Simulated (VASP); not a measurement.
Here is a VASP 6.6.1 calculation.

The input INCAR:

```
SYSTEM = NbC
ALGO = Normal
EDIFF = 1E-6
ENCUT = 600
GGA = PE
GGA_COMPAT = .FALSE.
ISIF = 2
ISMEAR = 0
LASPH = .TRUE.
LCHARG = .TRUE.
LELF = .TRUE.
LREAL = .FALSE.
LVHAR = .TRUE.
LWAVE = .FALSE.
NBANDS = 16
NELM = 120
PREC = Accurate
SIGMA = 0.05
```

KPOINTS

```
k-points
0
G
  10 10 10
  0 0 0
```

File POSCAR:

```
NbC
1.0
    0.0000000000      2.2000000000      2.2000000000
    2.2000000000      0.0000000000      2.2000000000
    2.2000000000      2.2000000000      0.0000000000
Nb C
1 1
Direct
    0.0000000000      0.0000000000      0.0000000000
    0.5000000000      0.5000000000      0.5000000000
```

Potentials or basis: VASP PAW PBE potentials, release 64 (Nb_sv, C).

Command:

```sh
$ cat potpaw_PBE.64/Nb_sv/POTCAR potpaw_PBE.64/C/POTCAR > POTCAR
$ mpirun -np 1 vasp_std > vasp.out
```

(1) Predict the pressure.

Results:

(1) 18.7 GPa.
